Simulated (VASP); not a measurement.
Input of a VASP 6.6.1 run:

File INCAR:

```
SYSTEM = Si3N4
ALGO = Normal
EDIFF = 1E-6
ENCUT = 520
GGA = PE
ISIF = 2
ISMEAR = -1
LASPH = .True.
LCHARG = .False.
LREAL = Auto
LWAVE = .False.
NBANDS = 64
NELM = 80
PREC = Accurate
SIGMA = 0.3447
```

KPOINTS

```
k-points
0
Gamma
  4 4 4
  0 0 0
```

Contents of POSCAR:

```
Si3N4
1.0
    6.4521200000      0.2464290000      0.2758340000
    0.2464290000      6.2576870000      0.2386670000
    0.2758340000      0.2386670000      5.9735200000
Si N
9 12
Direct
    0.1021517882      0.6837180374      0.6247440864
    0.3993739248      0.9108965957      0.3978972238
    0.1732377273      0.3214175649      0.3118421504
    0.8161104306      0.5308976013      0.2871209527
    0.8282334227      0.1027905481      0.4959673157
    0.5574444168      0.5818272868      0.7608010985
    0.9576971599      0.3559972071      0.9086774989
    0.7720483709      0.0277918861      0.0295200950
    0.1042499625      0.8984879552      0.1852281268
    0.1550409977      0.4108366706      0.5900468833
    0.2401122485      0.5052615246      0.1255681601
    0.6130952042      0.0398520847      0.3335143701
    0.9968880006      0.0904774914      0.0451077035
    0.1963280360      0.0864819808      0.4426896672
    0.8878916957      0.8265592932      0.4151737750
    0.6769716668      0.4023872099      0.5144533017
    0.5001031378      0.7541345341      0.1231683110
    0.5338354168      0.5696038020      0.0836867556
    0.8021829005      0.1557139781      0.7525305959
    0.3821611286      0.7277619476      0.5798369569
    0.8491125700      0.6552344759      0.8196964562
```

Potentials or basis: VASP PAW PBE potentials, release 64 (Si, N).

Command:

```bash
$ cat potpaw_PBE.64/Si/POTCAR potpaw_PBE.64/N/POTCAR > POTCAR
$ mpirun -np 1 vasp_std > vasp.out
```

**Question.** Estimate the band gap on the k mesh.

**Answer.** 0.02 eV.

**Question.** What does it give for the largest force?

**Answer.** 9.716 eV/Å.

Forces on the atoms (eV/Å):
```
Si  -2.206 -1.726 -0.245
Si   2.697  3.558 -5.919
Si  -0.988  2.502  3.964
Si  -0.533 -0.659  1.102
Si  -3.022  0.453 -3.574
Si   2.712 -1.580 -2.934
Si   0.977  1.476 -3.074
Si  -9.082 -3.244 -1.183
Si   2.481 -4.814  3.724
N   -1.536  1.729  2.074
N   -1.257  0.186 -3.402
N    2.436  2.717 -2.371
N    5.233  5.293 -0.266
N   -1.146 -3.047 -0.890
N    4.747 -2.329 -0.534
N   -0.527  2.379 -0.419
N    0.305  6.117  1.365
N   -0.515 -3.440 -1.486
N   -1.143 -0.322  5.848
N   -0.675 -4.395  7.667
N    1.042 -0.852  0.549
```

Caveat: the standard files for N, O and F lose accuracy on very short bonds; the smearing spreads over this small gap; the atoms stand as in a frame of molecular dynamics; so wide a smearing shifts energies and pressures; semilocal functionals underestimate gaps, and a narrow one can read as zero.
